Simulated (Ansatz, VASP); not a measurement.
**Hf2Zr: VASP beside Ansatz**

```
Zr Hf
1.0
    -1.88012    1.88012    4.78146
     1.88012   -1.88012    4.78146
     1.88012    1.88012   -4.78146
Zr Hf
1 2
Direct
  0.00000 0.00000 0.00000
  0.66743 0.66743 0.00000
  0.33257 0.33257 0.00000
```

Alike in both runs: functional PBE; k mesh 18 × 18 × 18; occupations gaussian, width 0.1 eV; no spin polarisation.

Ansatz relaxed the structure, and its values are those at the end. VASP's run is a single point on that final structure, the one shown.

|  | VASP | Ansatz |
| --- | --- | --- |
| version | VASP 6.6.1 | Ansatz 0.2.0 |
| potentials or method | VASP PAW PBE potentials, release 64 (Zr_sv, Hf_pv), cutoff 520 eV | scalar-relativistic, plane waves, PAW |
| valence electrons in the cell | 32 | 64 |

```csv
,VASP,Ansatz,Ansatz less VASP
gap on the k mesh at the Fermi level (eV),none,none,-
pressure (GPa),-0.3,0.0,+0.26
```

A gap of «none» marks a metal or a gap that the smearing closes. VASP's potentials hold 32 valence electrons a cell and Ansatz's 64, so a difference there can come from the potentials and not from the codes.

Spin-orbit coupling is off throughout.
